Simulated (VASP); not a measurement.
# SnSe (F-43m) in VASP: further runs

The runs below take SnSe through single point, with LDA, PBE, PBEsol.

Program: VASP 6.6.1. These are calculated values, not measurements. Logs are shortened: lines on timing, memory, paths and dates and some standing lists are left out, and cuts for length are marked.

### Step 1. The cell of the first run

The structure is cubic, space group F-43m (No. 216). The conventional cell has a = 6.585 Å, b = 6.585 Å, c = 6.585 Å, α = 90.00°, β = 90.00°, γ = 90.00°. Within 3.8 Å of Sn (site symmetry -43m) lie 4 Se at 2.85 Å. Se (site symmetry -43m) has 4 Sn at 2.85 Å within 3.8 Å.

### Step 2. Single point, LDA

The input, INCAR:

```
PREC = Accurate
ENCUT = 520
EDIFF = 1E-6
ISMEAR = -1
SIGMA = 0.02
LREAL = F
LASPH = T
NELM = 100
ALGO = Normal
ISIF = 2
LWAVE = F
LCHARG = F
NBANDS = 17
```

The input, KPOINTS:

```
Automatic mesh
0
Gamma
  6 6 6
```

The input, POSCAR:

```
SnSe
1.0
    0.0000000000      3.2923851345      3.2923851345
    3.2923851345      0.0000000000      3.2923851345
    3.2923851345      3.2923851345      0.0000000000
Sn Se
1 1
Direct
    0.0000000000      0.0000000000      0.0000000000
    0.2500000000      0.2500000000      0.2500000000
```

Potentials or basis: VASP PAW LDA potentials, release 64 (Sn_d, Se).

Launch:

```sh
$ cat potpaw_LDA.64/Sn_d/POTCAR potpaw_LDA.64/Se/POTCAR > POTCAR
$ mpirun -np 1 vasp_std > vasp.out
```

OUTCAR:

```text
PREC = Accurate
   ENCUT = 520
   EDIFF = 1E-6
   ISMEAR = -1
   LREAL = F
   LASPH = T
   NELM = 100
   ISIF = 2

 ion  position               nearest neighbor table
   1  0.000  0.000  0.000-   2 2.85   2 2.85   2 2.85   2 2.85
   2  0.250  0.250  0.250-   1 2.85   1 2.85   1 2.85   1 2.85

  LATTYP: Found a face centered cubic cell.
 ALAT       =     6.5847702690

  Lattice vectors:

 A1 = (   0.0000000000,   3.2923851345,   3.2923851345)
 A2 = (   3.2923851345,   0.0000000000,   3.2923851345)
 A3 = (   3.2923851345,   3.2923851345,   0.0000000000)

Analysis of symmetry for initial positions (statically):
=====================================================================
 Subroutine PRICEL returns:
 Original cell was already a primitive cell.

 Routine SETGRP: Setting up the symmetry group for a
 face centered cubic supercell.

 Subroutine GETGRP returns: Found 24 space group operations
 (whereof 24 operations were pure point group operations)
 out of a pool of 48 trial point group operations.

The static configuration has the point symmetry T_d .

Analysis of symmetry for dynamics (positions and initial velocities):
=====================================================================
 Subroutine PRICEL returns:
 Original cell was already a primitive cell.

 Routine SETGRP: Setting up the symmetry group for a
 face centered cubic supercell.

 Subroutine GETGRP returns: Found 24 space group operations
 (whereof 24 operations were pure point group operations)
 out of a pool of 48 trial point group operations.

The dynamic configuration has the point symmetry T_d .

 Subroutine INISYM returns: Found 24 space group operations
 (whereof 24 operations are pure point group operations),
 and found     1 'primitive' translations

----------------------------------------------------------------------------------------

                                     Primitive cell

  volume of cell :      71.3776

  direct lattice vectors                    reciprocal lattice vectors
     0.000000000  3.292385134  3.292385134    -0.151865587  0.151865587  0.151865587
     3.292385134  0.000000000  3.292385134     0.151865587 -0.151865587  0.151865587
     3.292385134  3.292385134  0.000000000     0.151865587  0.151865587 -0.151865587

  length of vectors
     4.656135710  4.656135710  4.656135710     0.263038912  0.263038912  0.263038912

  position of ions in fractional coordinates (direct lattice)
     0.000000000  0.000000000  0.000000000
     0.250000000  0.250000000  0.250000000

  ion indices of the primitive-cell ions
   primitive index   ion index
                 1           1
[... 65 lines left out ...]
   LREAL  =      F    real-space projection
   EDIFFG = 0.1E-04   stopping-criterion for IOM
   NSW    =      0    number of steps for IOM
   IBRION =     -1    ionic relax: 0-MD 1-quasi-New 2-CG
   NFREE  =      0    steps in history (QN), initial steepest desc. (CG)
   ISIF   =      2    stress and relaxation
   ISYM   =      2    0-nonsym 1-usesym 2-fastsym
   POTIM  = 0.5000    time-step for ionic-motion
   TEBEG  =    0.0;   TEEND  =   0.0 temperature during run
   PSTRESS=    0.0 pullay stress
   NELECT =      20.0000    total number of electrons
   NUPDOWN=      -1.0000    fix difference up-down
   EMIN   =  10.00;   EMAX   =-10.00  energy-range for DOS
   EFERMI =   0.00;   METHOD = LEGACY
   ISMEAR =    -1;   SIGMA  =   0.02  broadening in eV -4-tet -1-fermi 0-gaus
   EFERMI_NEDOS =   21; number of points for ismear=-14 and -15
   IALGO  =     38    algorithm
   IMIX   =      4    mixing-type and parameters
     AMIX     =   0.40;   BMIX     =  1.00
     AMIX_MAG =   1.60;   BMIX_MAG =  1.00
  volume/ion in A,a.u.               =      35.69       240.84
  Fermi-wavevector in a.u.,A,eV,Ry     =   1.071267  2.024400 15.614209  1.147612
  Thomas-Fermi vector in A             =   2.207002
   LORBIT       =      0    0 simple, 1 ext, 2 COOP (PROOUT), +10 PAW based schemes
   GGA     = CA    functional components
   LHFCALC =     F    Hartree Fock is set to
   AEXX    =    0.0000 exact exchange contribution
   IVDW    =     0    specifies the selected vdW correction
   LEPSILON=     F    determine dielectric tensor
   LRPA    =     F    only Hartree local field effects (RPA)
 non-spin polarized calculation
  energy-cutoff  :      520.00
  volume of cell :       71.38
 maximum number of plane-waves:      1948
 NGX is ok and might be reduce to    36
   NGX = 17   NGY = 17   NGZ = 17

 number of electron      19.9999992 magnetization

 Free energy of the ion-electron system (eV)
  ---------------------------------------------------
  ext. energy  EPLUGINS =         0.00000000
  ---------------------------------------------------
  free energy    TOTEN  =        -8.77489318 eV

  energy without entropy =       -8.77337124  energy(sigma->0) =       -8.77413221

 E-fermi :   3.2757     XC(G=0):  -8.4891

 val. band max:        3.2562299096   @ k =  -0.3333   0.5000   0.1667
 cond. band min:       3.3352968353   @ k =   0.3333   0.3333   0.0000
 fundamental gap:      0.0790669257
 Fermi energy:         3.2757082109

 k-point     1 :       0.0000    0.0000    0.0000
  band No.  band energies     occupation
      1     -18.3326      2.00000
      2     -18.3326      2.00000
      3     -18.3326      2.00000
      4     -18.3115      2.00000
      5     -18.3115      2.00000
      6     -10.3127      2.00000
[... 297 lines left out ...]
      4     -18.3133      2.00000
      5     -18.3095      2.00000
      6      -9.5640      2.00000
[... 9 lines left out ...]
     16      12.2247      0.00000
     17      12.4205      0.00000

------------------------ aborting loop because EDIFF is reached ----------------------------------------

  FORCE on cell =-STRESS in cart. coord.  units (eV):
  Direction    XX          YY          ZZ          XY          YZ          ZX
  --------------------------------------------------------------------------------------
  -------------------------------------------------------------------------------------
  Total        0.0055653      0.0055653      0.0055653      0.0000000     -0.0000000      0.0000000
  in kB        0.1249223      0.1249223      0.1249223      0.0000000     -0.0000000      0.0000000
  external PRESSURE =       0.1249223 kB  Pullay stress =       0.0000000 kB

 VOLUME and BASIS-vectors are now :
 -----------------------------------------------------------------------------
  energy-cutoff  :      520.00
  volume of cell :       71.38
      direct lattice vectors                 reciprocal lattice vectors
     0.000000000  3.292385134  3.292385134    -0.151865587  0.151865587  0.151865587
     3.292385134  0.000000000  3.292385134     0.151865587 -0.151865587  0.151865587
     3.292385134  3.292385134  0.000000000     0.151865587  0.151865587 -0.151865587

 POSITION                                       TOTAL-FORCE (eV/Angst)
 -----------------------------------------------------------------------------------
      0.00000      0.00000      0.00000        -0.000000     -0.000000     -0.000000
      1.64619      1.64619      1.64619         0.000000      0.000000      0.000000
 -----------------------------------------------------------------------------------
    total drift:                               -0.000000     -0.000000     -0.000000

  FREE ENERGIE OF THE ION-ELECTRON SYSTEM (eV)
  ---------------------------------------------------
  free  energy   TOTEN  =        -8.7748931781 eV

  energy  without entropy=       -8.7733712436  energy(sigma->0) =       -8.77413221
```

OSZICAR:

```text
N       E                     dE             d eps       ncg     rms          rms(c)
DAV:   1     0.134972718281E+03    0.13497E+03   -0.97618E+03   544   0.130E+03
DAV:   2     0.499591285470E+01   -0.12998E+03   -0.12634E+03   576   0.326E+02
DAV:   3    -0.867105390785E+01   -0.13667E+02   -0.13535E+02   686   0.965E+01
DAV:   4    -0.905895035825E+01   -0.38790E+00   -0.38771E+00   628   0.183E+01
DAV:   5    -0.907235631739E+01   -0.13406E-01   -0.13405E-01   776   0.316E+00    0.375E+00
DAV:   6    -0.878750974443E+01    0.28485E+00   -0.78760E-01   794   0.433E+00    0.244E+00
DAV:   7    -0.877862783240E+01    0.88819E-02   -0.74854E-02   584   0.119E+00    0.113E+00
DAV:   8    -0.877505910159E+01    0.35687E-02   -0.68238E-03   643   0.730E-01    0.138E-01
DAV:   9    -0.877484594786E+01    0.21315E-03   -0.14249E-03   720   0.252E-01    0.637E-02
DAV:  10    -0.877488717481E+01   -0.41227E-04   -0.13430E-04   572   0.859E-02    0.145E-02
DAV:  11    -0.877489306275E+01   -0.58879E-05   -0.13255E-05   646   0.309E-02    0.801E-03
DAV:  12    -0.877489317805E+01   -0.11530E-06   -0.15863E-06   525   0.172E-02
   1 F= -.87748932E+01 E0= -.87741322E+01  d E =-.152193E-02
```

stdout:

```text
POSCAR found type information on POSCAR SnSe
 POSCAR found :  2 types and       2 ions
 scaLAPACK will be used
 LDA part: xc-table for (Slater(with rela. corr.)+CA(PZ))
 , standard interpolation
 POSCAR, INCAR and KPOINTS ok, starting setup
 FFT: planning ... GRIDC
 FFT: planning ... GRID_SOFT
 FFT: planning ... GRID
 WAVECAR not read
 entering main loop
```

Run time: 16 s. Hardware: 1 thread of Intel Xeon Platinum 8488C (Sapphire Rapids), shared host; peak memory 0.17 GiB.

Results:

```
Free energy            : -8.7749 eV
Pressure               : 0.0 GPa
Band gap on the k mesh : zero (band 10 reaches 3.26 eV, above the bottom of band 11 at 3.11 eV)
```

Caveat: spin-orbit coupling is left out, which moves the levels of the heavy elements.

### Step 3. Single point, PBE

This run uses another cell than the first one, of 38.07 Å³/atom, 1.067 times its volume.

INCAR: that of step 2 with these lines changed.

```diff
@@ -12,2 +12,3 @@
 LCHARG = F
+GGA = PE
 NBANDS = 17
```

The input, KPOINTS:

```
regular mesh
0
Gamma
  6 6 6
```

The input, POSCAR:

```
SnSe
1.0
    0.0000000000      3.3639844462      3.3639844462
    3.3639844462      0.0000000000      3.3639844462
    3.3639844462      3.3639844462      0.0000000000
Sn Se
1 1
Direct
    0.0000000000      0.0000000000      0.0000000000
    0.2500000000      0.2500000000      0.2500000000
```

Potentials or basis: VASP PAW PBE potentials, release 64 (Sn_d, Se).

Launch:

```sh
$ cat potpaw_PBE.64/Sn_d/POTCAR potpaw_PBE.64/Se/POTCAR > POTCAR
$ mpirun -np 1 vasp_std > vasp.out
```

OUTCAR:

```text
PREC = Accurate
   ENCUT = 520
   EDIFF = 1E-6
   ISMEAR = -1
   LREAL = F
   LASPH = T
   NELM = 100
   ISIF = 2
   GGA = PE

 ion  position               nearest neighbor table
   1  0.000  0.000  0.000-   2 2.91   2 2.91   2 2.91   2 2.91
   2  0.250  0.250  0.250-   1 2.91   1 2.91   1 2.91   1 2.91

  LATTYP: Found a face centered cubic cell.
 ALAT       =     6.7279688924

  Lattice vectors:

 A1 = (   0.0000000000,   3.3639844462,   3.3639844462)
 A2 = (   3.3639844462,   0.0000000000,   3.3639844462)
 A3 = (   3.3639844462,   3.3639844462,   0.0000000000)

Analysis of symmetry for initial positions (statically):
=====================================================================
 Subroutine PRICEL returns:
 Original cell was already a primitive cell.

 Routine SETGRP: Setting up the symmetry group for a
 face centered cubic supercell.

 Subroutine GETGRP returns: Found 24 space group operations
 (whereof 24 operations were pure point group operations)
[... 150 lines left out ...]
  free energy    TOTEN  =        -7.75043644 eV

  energy without entropy =       -7.75018740  energy(sigma->0) =       -7.75031192

 E-fermi :   2.9591     XC(G=0):  -7.8335

 val. band max:        2.8706469029   @ k =  -0.3333   0.5000   0.1667
 cond. band min:       3.0191229952   @ k =   0.5000   0.5000   0.0000
 fundamental gap:      0.1484760923
 Fermi energy:         2.9591130673

 k-point     1 :       0.0000    0.0000    0.0000
  band No.  band energies     occupation
      1     -18.7735      2.00000
      2     -18.7735      2.00000
      3     -18.7735      2.00000
      4     -18.7609      2.00000
      5     -18.7609      2.00000
      6     -10.2678      2.00000
[... 297 lines left out ...]
      4     -18.7620      2.00000
      5     -18.7593      2.00000
      6      -9.6361      2.00000
[... 9 lines left out ...]
     16      11.8621      0.00000
     17      11.9855      0.00000

------------------------ aborting loop because EDIFF is reached ----------------------------------------

  FORCE on cell =-STRESS in cart. coord.  units (eV):
  Direction    XX          YY          ZZ          XY          YZ          ZX
  --------------------------------------------------------------------------------------
  -------------------------------------------------------------------------------------
  Total        0.3588159      0.3588159      0.3588159      0.0000000     -0.0000000      0.0000000
  in kB        7.5507551      7.5507551      7.5507551      0.0000000     -0.0000000      0.0000000
  external PRESSURE =       7.5507551 kB  Pullay stress =       0.0000000 kB

 VOLUME and BASIS-vectors are now :
 -----------------------------------------------------------------------------
  energy-cutoff  :      520.00
  volume of cell :       76.14
      direct lattice vectors                 reciprocal lattice vectors
     0.000000000  3.363984446  3.363984446    -0.148633267  0.148633267  0.148633267
     3.363984446  0.000000000  3.363984446     0.148633267 -0.148633267  0.148633267
     3.363984446  3.363984446  0.000000000     0.148633267  0.148633267 -0.148633267

 POSITION                                       TOTAL-FORCE (eV/Angst)
 -----------------------------------------------------------------------------------
      0.00000      0.00000      0.00000        -0.000000      0.000000     -0.000000
      1.68199      1.68199      1.68199         0.000000     -0.000000      0.000000
 -----------------------------------------------------------------------------------
    total drift:                               -0.000000     -0.000000     -0.000000

  FREE ENERGIE OF THE ION-ELECTRON SYSTEM (eV)
  ---------------------------------------------------
  free  energy   TOTEN  =        -7.7504364428 eV

  energy  without entropy=       -7.7501873952  energy(sigma->0) =       -7.75031192
```

OSZICAR:

```text
N       E                     dE             d eps       ncg     rms          rms(c)
DAV:   1     0.138738576071E+03    0.13874E+03   -0.93548E+03   544   0.128E+03
DAV:   2     0.694519280232E+01   -0.13179E+03   -0.12747E+03   584   0.336E+02
DAV:   3    -0.765310654765E+01   -0.14598E+02   -0.14460E+02   629   0.100E+02
DAV:   4    -0.807468891488E+01   -0.42158E+00   -0.42131E+00   693   0.185E+01
DAV:   5    -0.808789081541E+01   -0.13202E-01   -0.13202E-01   743   0.308E+00    0.335E+00
DAV:   6    -0.775001854451E+01    0.33787E+00   -0.94193E-01   780   0.453E+00    0.206E+00
DAV:   7    -0.774714702748E+01    0.28715E-02   -0.11323E-01   574   0.139E+00    0.103E+00
DAV:   8    -0.774976070705E+01   -0.26137E-02   -0.13790E-02   640   0.104E+00    0.129E-01
DAV:   9    -0.774993815062E+01   -0.17744E-03   -0.39830E-03   616   0.405E-01    0.919E-02
DAV:  10    -0.775032431454E+01   -0.38616E-03   -0.62861E-04   575   0.153E-01    0.256E-02
DAV:  11    -0.775042666485E+01   -0.10235E-03   -0.12416E-04   612   0.619E-02    0.792E-03
DAV:  12    -0.775043472754E+01   -0.80627E-05   -0.13070E-05   591   0.391E-02    0.252E-03
DAV:  13    -0.775043628922E+01   -0.15617E-05   -0.26327E-06   569   0.813E-03    0.272E-03
DAV:  14    -0.775043644276E+01   -0.15354E-06   -0.46977E-07   462   0.474E-03
   1 F= -.77504364E+01 E0= -.77503119E+01  d E =-.249048E-03
```

Wall time 20 s (1 thread of Intel Xeon Platinum 8488C (Sapphire Rapids), shared host); peak memory 0.2 GiB.

Results:

* Free energy: -7.7504 eV
* Pressure: 0.8 GPa
* Band gap on the k mesh: 0.15 eV, indirect (least direct gap 0.64 eV)

Caveat: spin-orbit coupling is left out, which moves the levels of the heavy elements. A k mesh can miss the band edges.

### Step 4. Single point, LDA

This run uses another cell than the first one, of 38.07 Å³/atom, 1.067 times its volume.

The input, INCAR:

```
  ALGO = Normal
  EDIFF = 1E-7
  ENCUT = 520
  ISIF = 2
  ISMEAR = -1
  LASPH = True
  LCHARG = False
  LREAL = False
  LWAVE = False
  NBANDS = 17
  NELM = 80
  PREC = Accurate
  SIGMA = 0.02
```

The input, KPOINTS:

```
k-points
0
Gamma
  6 6 6
```

POSCAR is that of step 3.

Potentials or basis: VASP PAW LDA potentials, release 64 (Sn_d, Se).

Launch:

```sh
$ cat potpaw_LDA.64/Sn_d/POTCAR potpaw_LDA.64/Se/POTCAR > POTCAR
$ mpirun -np 1 vasp_std > vasp.out
```

Wall time 19 s (1 thread of Intel Xeon Platinum 8488C (Sapphire Rapids), shared host); peak memory 0.17 GiB.

It converged, with:

- Free energy: -8.7443 eV
- Pressure: -2.0 GPa
- Band gap on the k mesh: 0.05 eV, indirect (least direct gap 0.56 eV)

Levels at points of the mesh, in eV from the valence-band top:
```
           k point  band 8  band 9  band 10  band 11  band 12  band 13
(0.00, 0.00, 0.00)   -2.11   -2.11    -2.11     1.57     1.57     1.57
(0.50, 0.00, 0.00)   -2.64   -2.64    -2.10     2.33     2.33     3.40
(0.50, 0.50, 0.00)   -3.34   -3.34    -0.51     0.05     4.43     4.43
```

Caveat: spin-orbit coupling is left out, which moves the levels of the heavy elements. A k mesh can miss the band edges.

### Step 5. Single point, PBEsol

This run uses another cell than the first one, of 36.84 Å³/atom, 1.032 times its volume.

The input, INCAR:

```
SYSTEM = SnSe
ALGO     = Normal         ! electronic algorithm
EDIFF    = 1E-6           ! SCF threshold, eV
ENCUT    = 520            ! plane-wave cutoff, eV
GGA      = PS             ! functional
ISIF     = 2              ! what is computed and relaxed
ISMEAR   = -1             ! smearing method
LASPH    = .TRUE.         ! aspherical terms in the spheres
LCHARG   = .TRUE.         ! write CHGCAR
LELF     = .TRUE.         ! ELF
LREAL    = .FALSE.        ! projectors in reciprocal space
LVHAR    = .TRUE.       
LWAVE    = .FALSE.        ! write WAVECAR
NBANDS   = 17             ! bands
NELM     = 80             ! most SCF steps
PREC     = Accurate       ! precision mode
SIGMA    = 0.02           ! smearing width, eV
```

The input, KPOINTS:

```
k-points
0
G
  6 6 6
  0 0 0
```

The input, POSCAR:

```
SnSe
1.0
    0.0000000000      3.3275557458      3.3275557458
    3.3275557458      0.0000000000      3.3275557458
    3.3275557458      3.3275557458      0.0000000000
Sn Se
1 1
Direct
    0.0000000000      0.0000000000      0.0000000000
    0.2500000000      0.2500000000      0.2500000000
```

Potentials or basis: VASP PAW PBE potentials, release 64 (Sn_d, Se).

Launch:

```sh
$ cat potpaw_PBE.64/Sn_d/POTCAR potpaw_PBE.64/Se/POTCAR > POTCAR
$ mpirun -np 1 vasp_std > vasp.out
```

Wall time 20 s (1 thread of Intel Xeon Platinum 8488C (Sapphire Rapids), shared host); peak memory 0.2 GiB.

It converged, with:

```
Free energy            : -8.3186 eV
Pressure               : 0.0 GPa
Band gap on the k mesh : zero (band 10 reaches 3.02 eV, above the bottom of band 11 at 3.01 eV)
```

Levels at points of the mesh, in eV from the Fermi level:
| k point | band 6 | band 7 | band 8 | band 9 | band 10 | band 11 | band 12 | band 13 | band 14 | band 15 |
| --- | --- | --- | --- | --- | --- | --- | --- | --- | --- | --- |
| (0.00, 0.00, 0.00) | -13.39 | -5.20 | -2.31 | -2.31 | -2.31 | 1.52 | 1.52 | 1.52 | 4.76 | 7.50 |
| (0.50, 0.00, 0.00) | -12.88 | -7.24 | -2.85 | -2.85 | -2.17 | 2.29 | 2.29 | 3.48 | 6.29 | 7.49 |
| (0.50, 0.50, 0.00) | -12.70 | -7.51 | -3.58 | -3.58 | -0.57 | -0.04 | 4.55 | 4.55 | 5.58 | 7.45 |

Caveat: the PAW data sets were made with another functional, which shifts forces and pressure a little; spin-orbit coupling is left out, which moves the levels of the heavy elements.

### Step 6. Summary

| level | potentials or basis | cell | gap on the mesh (eV) | pressure (GPa) |
| --- | --- | --- | --- | --- |
| LDA | VASP PAW LDA potentials, release 64 (Sn_d, Se) | a = 4.656 Å, angles 60.0°, 2 atoms | none | 0.0 |
| PBE | VASP PAW PBE potentials, release 64 (Sn_d, Se) | a = 4.757 Å, angles 60.0°, 2 atoms | 0.15 | 0.8 |
| LDA | VASP PAW LDA potentials, release 64 (Sn_d, Se) | a = 4.757 Å, angles 60.0°, 2 atoms | 0.05 | -2.0 |
| PBEsol | VASP PAW PBE potentials, release 64 (Sn_d, Se) | a = 4.706 Å, angles 60.0°, 2 atoms | none | 0.0 |

Alike in all rows: task single point; no spin polarisation; k mesh 6 × 6 × 6; cutoff (eV) 520; smearing fermi-dirac 0.02 eV.

Caveats: spin-orbit coupling is left out, which moves the levels of the heavy elements; the PAW data sets were made with another functional, which shifts forces and pressure a little (some runs).

Absolute energies hang on the potentials; compare differences alone.
